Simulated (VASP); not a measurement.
# ZnGeP2 (I-42d) in VASP: further runs

ZnGeP2 is run at these levels: r2SCAN, PBE; tasks: single point, relaxation of cell and atoms.

Program: VASP 6.6.1. These are calculated values, not measurements. Logs are shortened: lines on timing, memory, paths and dates and some standing lists are left out, and cuts for length are marked.

### 1 The cell of the first run

It takes space group I-42d (No. 122, tetragonal). Conventional cell: a = 5.447 Å, b = 5.447 Å, c = 10.731 Å, α = 90.00°, β = 90.00°, γ = 90.00°. Zn (site symmetry -4) has 4 P at 2.36 Å within 3.1 Å. Within 3.1 Å of Ge (site symmetry -4) lie 4 P at 2.33 Å. Within 3.1 Å of P (site symmetry 2) lie 2 Ge at 2.33 Å and 2 Zn at 2.36 Å.

### 2 Single point, r2SCAN

Input file POSCAR:

```
ZnGeP2
1.0
   -2.7233306253      2.7233306253      5.3656200026
    2.7233306253     -2.7233306253      5.3656200026
    2.7233306253      2.7233306253     -5.3656200026
Zn Ge P
2 2 4
Direct
    0.0000000000      0.0000000000      0.0000000000
    0.7500000000      0.2500000000      0.5000000000
    0.5000000000      0.5000000000      0.0000000000
    0.2500000000      0.7500000000      0.5000000000
    0.3750000000      0.3792106964      0.5042106964
    0.6207893036      0.1250000000      0.9957893036
    0.8750000000      0.8707893036      0.4957893036
    0.1292106964      0.6250000000      0.0042106964
```

Input file INCAR.step1:

```
SYSTEM = ZnGeP2
PREC     = Accurate       ! precision mode
ENCUT    = 550            ! plane-wave cutoff, eV
ISMEAR   = -1             ! smearing method
SIGMA    = 0.02           ! smearing width, eV
LREAL    = .False.        ! projectors in reciprocal space
LASPH    = .True.         ! aspherical terms in the spheres
NELM     = 120            ! most SCF steps
NBANDS   = 46             ! bands
GGA      = PE             ! functional
ALGO     = Normal         ! electronic algorithm
EDIFF    = 1E-5           ! SCF threshold, eV
LWAVE    = .True.         ! write WAVECAR
LCHARG   = .False.        ! write CHGCAR
GGA_COMPAT= .False.
```

Input file INCAR.step2:

```
SYSTEM = ZnGeP2
PREC     = Accurate       ! precision mode
ENCUT    = 550            ! plane-wave cutoff, eV
EDIFF    = 1E-6           ! SCF threshold, eV
ISMEAR   = -1             ! smearing method
SIGMA    = 0.02           ! smearing width, eV
LREAL    = .False.        ! projectors in reciprocal space
LASPH    = .True.         ! aspherical terms in the spheres
NELM     = 120            ! most SCF steps
ALGO     = Normal         ! electronic algorithm
ISIF     = 2              ! what is computed and relaxed
LWAVE    = .False.        ! write WAVECAR
LCHARG   = .True.         ! write CHGCAR
METAGGA  = R2SCAN         ! meta-GGA
LMIXTAU  = .True.       
LELF     = .True.         ! ELF
LVHAR    = .True.       
NBANDS   = 46             ! bands
ISTART   = 1            
GGA_COMPAT= .False.
```

Input file KPOINTS:

```
Automatic mesh
0
Gamma
  6 6 6
  0 0 0
```

Potentials or basis: VASP PAW PBE potentials, release 64 (Zn, Ge_d, P).

On the command line:

```sh
$ cat potpaw_PBE.64/Zn/POTCAR potpaw_PBE.64/Ge_d/POTCAR potpaw_PBE.64/P/POTCAR > POTCAR
$ cp INCAR.step1 INCAR
$ mpirun -np 1 vasp_std > vasp.out
$ cp INCAR.step2 INCAR
$ mpirun -np 1 vasp_std > vasp.out
```

OUTCAR:

```text
SYSTEM = ZnGeP2
   PREC = Accurate
   ENCUT = 550
   EDIFF = 1E-6
   ISMEAR = -1
   LREAL = .False.
   LASPH = .True.
   NELM = 120
   ISIF = 2
   METAGGA = R2SCAN
   ISTART = 1

 ion  position               nearest neighbor table
   1  0.000  0.000  0.000-   6 2.36   8 2.36   5 2.36   7 2.36
   2  0.750  0.250  0.500-   5 2.36   7 2.36   8 2.36   6 2.36
   3  0.500  0.500  0.000-   7 2.33   6 2.33   5 2.33   8 2.33
   4  0.250  0.750  0.500-   6 2.33   5 2.33   7 2.33   8 2.33
   5  0.375  0.379  0.504-   3 2.33   4 2.33   2 2.36   1 2.36
   6  0.621  0.125  0.996-   4 2.33   3 2.33   1 2.36   2 2.36
   7  0.875  0.871  0.496-   3 2.33   4 2.33   2 2.36   1 2.36
   8  0.129  0.625  0.004-   3 2.33   4 2.33   1 2.36   2 2.36

  LATTYP: Found a body centered tetragonal cell.
 ALAT       =     5.4466612506
 C/A-ratio  =     1.9702418622

  Lattice vectors:

 A1 = (  -2.7233306253,   2.7233306253,   5.3656200026)
 A2 = (   2.7233306253,  -2.7233306253,   5.3656200026)
 A3 = (   2.7233306253,   2.7233306253,  -5.3656200026)

Analysis of symmetry for initial positions (statically):
=====================================================================
 Subroutine PRICEL returns:
 Original cell was already a primitive cell.

 Routine SETGRP: Setting up the symmetry group for a
 body centered tetragonal supercell.

 Subroutine GETGRP returns: Found  8 space group operations
 (whereof  4 operations were pure point group operations)
 out of a pool of 16 trial point group operations.

The static configuration has the point symmetry S_4 .
 The point group associated with its full space group is D_2d.

Analysis of symmetry for dynamics (positions and initial velocities):
=====================================================================
 Subroutine PRICEL returns:
 Original cell was already a primitive cell.

 Routine SETGRP: Setting up the symmetry group for a
 body centered tetragonal supercell.

 Subroutine GETGRP returns: Found  8 space group operations
 (whereof  4 operations were pure point group operations)
 out of a pool of 16 trial point group operations.

The dynamic configuration has the point symmetry S_4 .
 The point group associated with its full space group is D_2d.

 Subroutine INISYM returns: Found  8 space group operations
 (whereof  4 operations are pure point group operations),
 and found     1 'primitive' translations

----------------------------------------------------------------------------------------

                                     Primitive cell

  volume of cell :     159.1771

  direct lattice vectors                    reciprocal lattice vectors
    -2.723330625  2.723330625  5.365620003     0.000000000  0.183598714  0.093185876
     2.723330625 -2.723330625  5.365620003     0.183598714  0.000000000  0.093185876
     2.723330625  2.723330625 -5.365620003     0.183598714  0.183598714  0.000000000

  length of vectors
     6.604766264  6.604766264  6.604766264     0.205893407  0.205893407  0.259647791

  position of ions in fractional coordinates (direct lattice)
     0.000000000  0.000000000  0.000000000
     0.750000000  0.250000000  0.500000000
     0.500000000  0.500000000  0.000000000
     0.250000000  0.750000000  0.500000000
     0.375000000  0.379210696  0.504210696
     0.620789304  0.125000000  0.995789304
     0.875000000  0.870789304  0.495789304
     0.129210696  0.625000000  0.004210696

  ion indices of the primitive-cell ions
   primitive index   ion index
                 1           1
                 2           2
                 3           3
                 4           4
                 5           5
                 6           6
                 7           7
                 8           8

----------------------------------------------------------------------------------------

 KPOINTS: Automatic mesh

Automatic generation of k-mesh.
 Grid dimensions read from file:
 generate k-points for:    6    6    6

 Generating k-lattice:

  Cartesian coordinates                     Fractional coordinates (reciprocal lattice)
     0.000000000  0.030599786  0.015530979     0.166666667  0.000000000  0.000000000
     0.030599786  0.000000000  0.015530979     0.000000000  0.166666667  0.000000000
     0.030599786  0.030599786  0.000000000     0.000000000  0.000000000  0.166666667

  Length of vectors
     0.034315568  0.034315568  0.043274632

  Shift w.r.t. Gamma in fractional coordinates (k-lattice)
     0.000000000  0.000000000  0.000000000

 Subroutine IBZKPT returns following result:
 ===========================================

 Found     30 irreducible k-points:

 Following reciprocal coordinates:
            Coordinates               Weight
  0.000000  0.000000  0.000000      1.000000
  0.166667 -0.000000  0.000000      8.000000
  0.333333 -0.000000  0.000000      8.000000
  0.500000  0.000000  0.000000      4.000000
  0.166667  0.166667  0.000000      8.000000
  0.333333  0.166667  0.000000     16.000000
[... 16 lines left out ...]
 -0.333333 -0.333333  0.166667      8.000000
 -0.166667 -0.333333  0.166667      8.000000
 [... further k-points ...]
   k-points           NKPTS =     30   k-points in BZ     NKDIM =     30   number of bands    NBANDS=     46
   number of dos      NEDOS =    301   number of ions     NIONS =      8
   total plane-waves  NPLWV = 157464
   dimension x,y,z NGX =    54 NGY =   54 NGZ =   54
   dimension x,y,z NGXF=   108 NGYF=  108 NGZF=  108
   ions per type =               2   2   4
   NGX,Y,Z   is equivalent  to a cutoff of  13.59, 13.59, 13.59 a.u.
   NGXF,Y,Z  is equivalent  to a cutoff of  27.18, 27.18, 27.18 a.u.
 SYSTEM =  ZnGeP2
   PREC   = accura    normal or accurate (medium, high low for compatibility)
   ISTART =      1    job   : 0-new  1-cont  2-samecut
   ICHARG =      0    charge: 1-file 2-atom 10-const
   ISPIN  =      1    spin polarized calculation?
   LNONCOLLINEAR =      F non collinear calculations
   LSORBIT =      F    spin-orbit coupling
   LASPH  =      T    aspherical Exc in radial PAW
   ENCUT  =  550.0 eV  40.42 Ry    6.36 a.u.  12.63 12.63 12.63*2*pi/ulx,y,z
   NELM   =    120;   NELMIN=  2; NELMDL=  0     # of ELM steps
   EDIFF  = 0.1E-05   stopping-criterion for ELM
   LREAL  =      F    real-space projection
   EDIFFG = 0.1E-04   stopping-criterion for IOM
   NSW    =      0    number of steps for IOM
   IBRION =     -1    ionic relax: 0-MD 1-quasi-New 2-CG
   NFREE  =      0    steps in history (QN), initial steepest desc. (CG)
   ISIF   =      2    stress and relaxation
   ISYM   =      2    0-nonsym 1-usesym 2-fastsym
   POTIM  = 0.5000    time-step for ionic-motion
   TEBEG  =    0.0;   TEEND  =   0.0 temperature during run
   PSTRESS=    0.0 pullay stress
   NELECT =      72.0000    total number of electrons
   NUPDOWN=      -1.0000    fix difference up-down
   EMIN   =  10.00;   EMAX   =-10.00  energy-range for DOS
   EFERMI =   0.00;   METHOD = LEGACY
   ISMEAR =    -1;   SIGMA  =   0.02  broadening in eV -4-tet -1-fermi 0-gaus
   EFERMI_NEDOS =   21; number of points for ismear=-14 and -15
   IALGO  =     38    algorithm
   IMIX   =      4    mixing-type and parameters
     AMIX     =   0.40;   BMIX     =  1.00
     AMIX_MAG =   1.60;   BMIX_MAG =  1.00
  volume/ion in A,a.u.               =      19.90       134.27
  Fermi-wavevector in a.u.,A,eV,Ry     =   1.256682  2.374785 21.487001  1.579250
  Thomas-Fermi vector in A             =   2.390378
   LORBIT       =      0    0 simple, 1 ext, 2 COOP (PROOUT), +10 PAW based schemes
   METAGGA = R2SCAN    functional components
   LHFCALC =     F    Hartree Fock is set to
   AEXX    =    0.0000 exact exchange contribution
   IVDW    =     0    specifies the selected vdW correction
   LEPSILON=     F    determine dielectric tensor
   LRPA    =     F    only Hartree local field effects (RPA)
 non-spin polarized calculation
  energy-cutoff  :      550.00
  volume of cell :      159.18
 maximum number of plane-waves:      4701
 NGX is ok and might be reduce to    54
   NGX = 25   NGY = 25   NGZ = 25

 number of electron      72.0000015 magnetization

 Free energy of the ion-electron system (eV)
  ---------------------------------------------------
  ext. energy  EPLUGINS =         0.00000000
  ---------------------------------------------------
  free energy    TOTEN  =       -83.76565387 eV

  energy without entropy =      -83.76565387  energy(sigma->0) =      -83.76565387

 E-fermi :   4.6105     XC(G=0): -10.5510

 val. band max:        4.2052008850   @ k =   0.0000   0.0000   0.0000
 cond. band min:       5.7075810624   @ k =   0.5000   0.5000   0.5000
 fundamental gap:      1.5023801774
 Fermi energy:         4.6105218749

 k-point     1 :       0.0000    0.0000    0.0000
  band No.  band energies     occupation
      1     -21.3651      2.00000
      2     -21.3637      2.00000
      3     -21.3637      2.00000
      4     -21.3583      2.00000
      5     -21.3516      2.00000
      6     -21.3516      2.00000
[... 38 lines left out ...]
     45       9.5891      0.00000
     46       9.6450      0.00000

 k-point     2 :       0.1667   -0.0000    0.0000
  band No.  band energies     occupation
      1     -21.3651      2.00000
      2     -21.3637      2.00000
      3     -21.3632      2.00000
      4     -21.3583      2.00000
      5     -21.3524      2.00000
      6     -21.3513      2.00000
[... 38 lines left out ...]
     45       9.4397      0.00000
     46      10.1591      0.00000

 k-point     3 :       0.3333   -0.0000    0.0000
  band No.  band energies     occupation
      1     -21.3651      2.00000
      2     -21.3641      2.00000
      3     -21.3623      2.00000
      4     -21.3580      2.00000
      5     -21.3543      2.00000
      6     -21.3508      2.00000
[... 38 lines left out ...]
     45       9.6669      0.00000
     46      10.2932      0.00000

 k-point     4 :       0.5000    0.0000    0.0000
  band No.  band energies     occupation
      1     -21.3649      2.00000
      2     -21.3644      2.00000
      3     -21.3617      2.00000
      4     -21.3569      2.00000
      5     -21.3562      2.00000
      6     -21.3506      2.00000
[... 920 lines left out ...]
     45       9.6043      0.00000
     46       9.8157      0.00000

 k-point    23 :      -0.3333   -0.3333    0.1667
  band No.  band energies     occupation
      1     -21.3649      2.00000
      2     -21.3647      2.00000
      3     -21.3630      2.00000
      4     -21.3597      2.00000
      5     -21.3511      2.00000
      6     -21.3510      2.00000
[... 38 lines left out ...]
     45       9.5093      0.00000
     46      10.3110      0.00000

 k-point    24 :      -0.1667   -0.3333    0.1667
  band No.  band energies     occupation
      1     -21.3647      2.00000
      2     -21.3645      2.00000
      3     -21.3637      2.00000
      4     -21.3591      2.00000
      5     -21.3515      2.00000
      6     -21.3506      2.00000
[... 38 lines left out ...]
     45       9.1261      0.00000
     46       9.6475      0.00000

 [... further k-points ...]
[... 5 lines left out ...]
  --------------------------------------------------------------------------------------
  -------------------------------------------------------------------------------------
  Total       -0.0999930     -0.0999930     -0.0997806      0.0000000     -0.0000000     -0.0000000
  in kB       -1.0064666     -1.0064666     -1.0043287      0.0000000     -0.0000000     -0.0000000
  external PRESSURE =      -1.0057540 kB  Pullay stress =       0.0000000 kB

 VOLUME and BASIS-vectors are now :
 -----------------------------------------------------------------------------
  energy-cutoff  :      550.00
  volume of cell :      159.18
      direct lattice vectors                 reciprocal lattice vectors
    -2.723330625  2.723330625  5.365620003     0.000000000  0.183598714  0.093185876
     2.723330625 -2.723330625  5.365620003     0.183598714  0.000000000  0.093185876
     2.723330625  2.723330625 -5.365620003     0.183598714  0.183598714  0.000000000

 POSITION                                       TOTAL-FORCE (eV/Angst)
 -----------------------------------------------------------------------------------
      0.00000      0.00000      0.00000        -0.000000      0.000000     -0.000000
      0.00000      2.72333      2.68281        -0.000000      0.000000     -0.000000
      0.00000      0.00000      5.36562        -0.000000      0.000000      0.000000
      2.72333      0.00000      2.68281        -0.000000      0.000000     -0.000000
      1.38460      1.36167      1.34141         0.011897      0.000000     -0.000000
      1.36167      4.06206     -1.34141        -0.000000     -0.011897     -0.000000
      1.33873      1.36167      6.70703        -0.011897      0.000000     -0.000000
      1.36167     -1.33873      4.02422        -0.000000      0.011897     -0.000000
 -----------------------------------------------------------------------------------
    total drift:                               -0.000001     -0.000001     -0.000000

  FREE ENERGIE OF THE ION-ELECTRON SYSTEM (eV)
  ---------------------------------------------------
  free  energy   TOTEN  =       -83.7656538716 eV

  energy  without entropy=      -83.7656538716  energy(sigma->0) =      -83.76565387
```

It took 13 min on 1 thread of Intel Xeon 6975P-C (Granite Rapids), shared host; peak memory 0.54 GiB.

Results:

- Free energy: -83.7657 eV
- Pressure: -0.1 GPa
- Largest force: 0.012 eV/Å
- Band gap on the k mesh: 1.50 eV (least direct gap 1.63 eV)

Forces on the atoms (eV/Å):
```
Zn   0.000  0.000  0.000
Zn   0.000  0.000  0.000
Ge   0.000  0.000  0.000
Ge   0.000  0.000  0.000
P    0.012  0.000  0.000
P    0.000 -0.012  0.000
P   -0.012  0.000  0.000
P    0.000  0.012  0.000
```

Caveat: the PAW data sets were made with another functional, which shifts forces and pressure a little.

### 3 Relaxation of cell and atoms, PBE

This run uses another cell than the first one, of 20.05 Å³/atom.

Input file INCAR:

```
SYSTEM = ZnGeP2
PREC     = Accurate       ! precision mode
ENCUT    = 500            ! plane-wave cutoff, eV
EDIFF    = 1E-7           ! SCF threshold, eV
ISMEAR   = -1             ! smearing method
SIGMA    = 0.02           ! smearing width, eV
LREAL    = .FALSE.        ! projectors in reciprocal space
LASPH    = .TRUE.         ! aspherical terms in the spheres
NELM     = 120            ! most SCF steps
ALGO     = Normal         ! electronic algorithm
ISIF     = 3              ! what is computed and relaxed
LWAVE    = .FALSE.        ! write WAVECAR
LCHARG   = .FALSE.        ! write CHGCAR
GGA      = PE             ! functional
IBRION   = 2              ! ionic algorithm
NSW      = 80             ! ionic steps
EDIFFG   = -0.005         ! ionic threshold
GGA_COMPAT= .FALSE.      
NELMIN   = 4
```

Input file KPOINTS:

```
regular mesh
0
G
  6 6 6
  0 0 0
```

Input file POSCAR:

```
ZnGeP2
1.0
   -2.7300000000      2.7300000000      5.3800000000
    2.7300000000     -2.7300000000      5.3800000000
    2.7300000000      2.7300000000     -5.3800000000
Zn Ge P
2 2 4
Direct
    0.0000000000      0.0000000000      0.0000000000
    0.7500000000      0.2500000000      0.5000000000
    0.5000000000      0.5000000000      0.0000000000
    0.2500000000      0.7500000000      0.5000000000
    0.3750000000      0.3890000000      0.5140000000
    0.6110000000      0.1250000000      0.9860000000
    0.8750000000      0.8610000000      0.4860000000
    0.1390000000      0.6250000000      0.0140000000
```

Potentials or basis: VASP PAW PBE potentials, release 64 (Zn, Ge_d, P).

On the command line:

```sh
$ cat potpaw_PBE.64/Zn/POTCAR potpaw_PBE.64/Ge_d/POTCAR potpaw_PBE.64/P/POTCAR > POTCAR
$ mpirun -np 1 vasp_std > vasp.out
```

Wall time 11 min (1 thread of Intel Xeon 6975P-C (Granite Rapids), shared host); peak memory 0.44 GiB.

The run converged. Its results:

```yaml
Free_energy: -34.5593 eV
Relaxed_volume: 20.51 Å³/atom
Relaxed_cell: a = 6.672 Å, b = 6.672 Å, c = 6.672 Å, α = 131.31°, β = 131.31°, γ = 71.33°
Space_group_after_relaxing_to_0.1_Å: I-42d (No. 122)
Energy_gained_by_relaxing: 12.2 meV/atom
Ionic_steps: 8
Pressure_after_relaxing: 0.0 GPa
Band_gap_on_the_k_mesh: 1.16 eV (least direct gap 1.19 eV)
```

Step by step:
```csv
step,energy change (eV),largest force (eV/Å),pressure (GPa),volume (Å³)
1,0.0000,0.6769,2.26,160.39
2,-0.0765,0.2079,-1.18,167.04
3,-0.0779,0.2606,-0.84,166.21
4,-0.0953,0.0934,-0.27,164.70
5,-0.0975,0.0031,0.04,163.91
6,-0.0975,0.0084,0.02,163.96
7,-0.0978,0.0048,-0.01,164.00
8,-0.0979,0.0002,-0.03,164.05
```

Final structure:
```xyz
8
Lattice="-2.7506 2.7506 5.4208 2.7506 -2.7506 5.4208 2.7506 2.7506 -5.4208" Properties=species:S:1:pos:R:3 pbc="T T T"
Zn    0.0000    0.0000    0.0000
Zn    0.0000    2.7506    2.7104
Ge    0.0000    0.0000    5.4208
Ge    2.7506    0.0000    2.7104
P     1.3966    1.3753    1.3552
P     1.3753    4.1045   -1.3552
P     1.3540    1.3753    6.7760
P     1.3753   -1.3540    4.0656
```

Levels at points of the mesh, in eV from the valence-band top:
```
           k point  band 32  band 33  band 34  band 35  band 36  band 37  band 38  band 39  band 40  band 41
(0.00, 0.00, 0.00)    -2.48    -2.48    -0.08    -0.08     0.00     1.19     1.46     1.65     3.15     3.15
(0.50, 0.00, 0.00)    -2.64    -2.40    -1.80    -1.58    -0.92     2.31     2.48     2.81     3.93     4.10
(0.50, 0.50, 0.00)    -1.82    -1.16    -1.16    -0.72    -0.72     1.16     1.16     3.00     3.00     4.04
(0.50, 0.50, 0.50)    -2.47    -1.87    -1.87    -1.30    -1.30     1.27     1.27     1.54     1.54     2.45
```

A k mesh can miss the band edges. PBE usually gives volumes a little too large and moduli too small.
